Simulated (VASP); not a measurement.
Input of a VASP 6.6.1 run:

INCAR

```
ALGO     = Normal         # electronic algorithm
EDIFF    = 1E-6           # SCF threshold, eV
ENCUT    = 520            # plane-wave cutoff, eV
GGA      = PE             # functional
ISIF     = 2              # what is computed and relaxed
ISMEAR   = -1             # smearing method
LASPH    = True           # aspherical terms in the spheres
LCHARG   = True           # write CHGCAR
LELF     = True           # ELF
LREAL    = False          # projectors in reciprocal space
LVHAR    = True         
LWAVE    = False          # write WAVECAR
NBANDS   = 26             # bands
NELM     = 80             # most SCF steps
PREC     = Accurate       # precision mode
SIGMA    = 0.08           # smearing width, eV
```

The input KPOINTS:

```
k-points
0
Gamma
  10 10 6
```

The input POSCAR:

```
CdS
1.0
    3.7719623689      0.0000000000      0.0000000000
   -1.8859811844      3.2666152336      0.0000000000
    0.0000000000      0.0000000000      6.3573984739
Cd S
2 2
Direct
    0.0000000000      0.0000000000      0.0000000000
    0.0000000000      0.0000000000      0.5000000000
    0.3333333333      0.6666666667      0.2500000000
    0.6666666667      0.3333333333      0.7500000000
```

Potentials or basis: VASP PAW PBE potentials, release 64 (Cd, S).

Launch:

```bash
$ cat potpaw_PBE.64/Cd/POTCAR potpaw_PBE.64/S/POTCAR > POTCAR
$ mpirun -np 1 vasp_std > vasp.out
```

(1) Estimate the pressure.

(2) What does it give for the band gap on the k mesh?

## Answers

(1) 6.7 GPa.

(2) 0.85 eV, direct.
